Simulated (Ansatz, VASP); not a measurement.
**MnHg in VASP and in Ansatz**

```
Mn Hg
1.0
     3.31500    0.00000    0.00000
     0.00000    3.31500    0.00000
     0.00000    0.00000    3.31500
Mn Hg
1 1
Direct
  0.50000 0.50000 0.50000
  0.00000 0.00000 0.00000
```

Alike in both runs: task electric field gradients; functional PBE; k mesh 10 × 10 × 10; occupations fermi-dirac, width 0.08 eV; collinear spin.

|  | VASP | Ansatz |
| --- | --- | --- |
| version | VASP 6.6.1 | Ansatz 0.2.0 |
| potentials or method | VASP PAW PBE potentials, release 64 (Mn_pv, Hg), cutoff 520 eV | all-electron PAW with datasets made for the crystal, scalar-relativistic |

Ansatz gave:

- pressure (GPa): 0.3
- net moment per atom (μB): 1.95
- size of the moment on the site where the two differ most (μB): 3.87

Q: What did VASP give for the same quantities?

A: Pressure (GPa): 0.8; net moment per atom (μB): 1.95; size of the moment on the site where the two differ most (μB): 3.81.

Site moments also hang on the region over which each program counts them. Ansatz ran all-electron here, and VASP with PAW potentials.

Spin-orbit coupling is off throughout.
